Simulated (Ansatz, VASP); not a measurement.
**MgSi3N: VASP beside Ansatz**

INCAR

```
  PREC = Accurate
  ENCUT = 600
  EDIFF = 1E-6
  ISMEAR = 0
  SIGMA = 0.1
  LREAL = False
  LASPH = True
  NELM = 80
  ALGO = Normal
  ISIF = 3
  LWAVE = False
  LCHARG = False
  GGA = PE
  IBRION = 2
  NSW = 90
  EDIFFG = -0.04
```

The input KPOINTS:

```
Automatic mesh
0
Gamma
  4 4 4
```

POSCAR

```
MgSi3N
1.0
    3.7832146800      0.0000000000      0.0000000000
    0.0000000000      3.7832146800      0.0000000000
    0.0000000000      0.0000000000      4.7927032600
Mg Si N
1 3 1
Direct
    0.0000000000      0.0000000000      0.0000000000
    0.0000000000      0.5000000000      0.5000000000
    0.5000000000      0.0000000000      0.5000000000
    0.5000000000      0.5000000000      0.1076000000
    0.5000000000      0.5000000000      0.6650000200
```

Input for Ansatz:

```yaml
crystal:
  lattice:
    - [3.78321468, 0.0, 0.0]
    - [0.0, 3.78321468, 0.0]
    - [0.0, 0.0, 4.79270326]
  atoms:
    - { symbol: Mg, position: [0.0, 0.0, 0.0] }
    - { symbol: Si, position: [0.0, 0.5, 0.5] }
    - { symbol: Si, position: [0.5, 0.0, 0.5] }
    - { symbol: Si, position: [0.5, 0.5, 0.1076] }
    - { symbol: "N", position: [0.5, 0.5, 0.66500002] }
basis:
  ecutwfc: 420
kpoints:
  mp_grid: { grid: [4, 4, 4] }
hamiltonian:
  xc: pbe
scf:
  occupations: { method: gaussian, width: 0.1 }
  lower_state_search: "off"
output:
  forces: true
  stress: true
  eigenvalues: true
relax:
  adjacent_minimum: "off"
  f_tol: 0.04
  max_steps: 70
  cell: { stress_tol: 0.4 }
```

Change from the starting cell: species swapped into the PrBPt3 type (P4mm, No. 99).

Alike in both runs: task relaxation of cell and atoms; functional PBE; k mesh 4 × 4 × 4; occupations gaussian, width 0.1 eV; no spin polarisation.

|  | VASP | Ansatz |
| --- | --- | --- |
| version | VASP 6.6.1 | Ansatz 0.2.0 |
| potentials or method | VASP PAW PBE potentials, release 64 (Mg, Si, N), cutoff 600 eV | scalar-relativistic, plane waves, PAW |
| valence electrons in the cell | 19 | 27 |

VASP gave:

- gap on the k mesh at the Fermi level, each at its own relaxed structure (eV): none
- relaxed volume (Å³/atom): 14.39
- relaxed cell length with the largest relative difference (Å): 4.012

Q: What did Ansatz give for the same quantities?

A: gap on the k mesh at the Fermi level, each at its own relaxed structure (eV): none; relaxed volume (Å³/atom): 14.38; relaxed cell length with the largest relative difference (Å): 4.003.

A gap of «none» marks a metal or a gap that the smearing closes. VASP's potentials hold 19 valence electrons a cell and Ansatz's 27, so a difference there can come from the potentials and not from the codes.

The k mesh is coarse, so the values compare programs but aren't converged.
